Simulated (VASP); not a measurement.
Runs of VASP 6.6.1 on NbC4. The structure is that of space group P-43m (No. 215), or close to it. The cells are those of the table. 

| task | potentials or basis | spin | cell | k mesh | cutoff (eV) | second run | gap on the mesh (eV) | pressure (GPa) | relaxed volume (Å³/atom) | largest force (eV/Å) |
| --- | --- | --- | --- | --- | --- | --- | --- | --- | --- | --- |
| single point | VASP PAW PBE potentials, release 64 (Nb_sv, C) | collinear, ferromagnetic start | a = 3.607 Å, 5 atoms | 6 × 6 × 6 | 520 | - | none | -0.1 | - | 0.14 |
| relaxation of cell and atoms | VASP PAW PBE potentials, release 64 (Nb_sv, C) | off | relaxed from a = 3.607 Å, 5 atoms | 10 × 10 × 10 | 600 | - | none | 0.0 | 9.36 | - |
| single point | VASP PAW PBE potentials, release 64 (Nb_sv, C) | off | a = 4.358 Å, 5 atoms | 4 × 4 × 4 | 520 | - | none | 9.9 | - | (a) |
| single point | VASP PAW PBE potentials, release 64 (Nb_sv, C) | off | a = 3.602 Å, 5 atoms | 4 × 4 × 4 | 520 | - | none | 0.1 | - | 0.14 |
| single point | VASP PAW PBE potentials, release 64 (Nb_sv, C_h) | off | a = 3.605 Å, 5 atoms | 10 × 10 × 10 | 910 | hard_potentials | none | -0.3 | - | 0.03 |
| relaxation of cell and atoms | VASP PAW PBE potentials, release 64 (Nb_sv, C) | off | relaxed from a = 3.602 Å, 5 atoms | 6 × 6 × 6 | 600 | - | none | 0.1 | 9.36 | 0.01 |
| single point | VASP PAW PBE potentials, release 64 (Nb_sv, C_h) | off | a = 3.602 Å, 5 atoms | 4 × 4 × 4 | 910 | hard_potentials | none | -0.5 | - | 0.03 |
| relaxation of cell and atoms | VASP PAW PBE potentials, release 64 (Nb_sv, C) | off | relaxed from a = 4.358 Å, 5 atoms | 4 × 4 × 4 | 600 | - | none | 0.4 | (b) | 0.01 |
| single point | VASP PAW PBE potentials, release 64 (Nb_sv, C) | off | a = 3.607 Å, 5 atoms | 6 × 6 × 6 | 520 | - | none | -0.1 | - | 0.13 |
| single point | VASP PAW PBE potentials, release 64 (Nb_sv, C) | off | a = 3.605 Å, 5 atoms | 10 × 10 × 10 | 520 | - | none | 0.2 | - | 0.14 |

Alike in all rows: level PBE; smearing gaussian 0.1 eV.

**Question.** Fill in the values left out.

**Answer.** (a) 3.85; (b) 9.32.

Caveats: some runs use coarse meshes; the cutoff is under 1.25 times the usual one of these potentials, so pressure, stress and relaxed cells hold a basis-set (Pulay) error (some runs); forces of over 1 eV/Å act on the atoms, so gaps and moduli don't describe the material at rest (some runs); the volume moved by over 15 % at a fixed basis, so the end points are rough (some runs).

A k mesh can miss the band edges, and the runs leave out spin-orbit coupling on Nb.

A gap of «none» marks levels without a gap at the run's occupations.
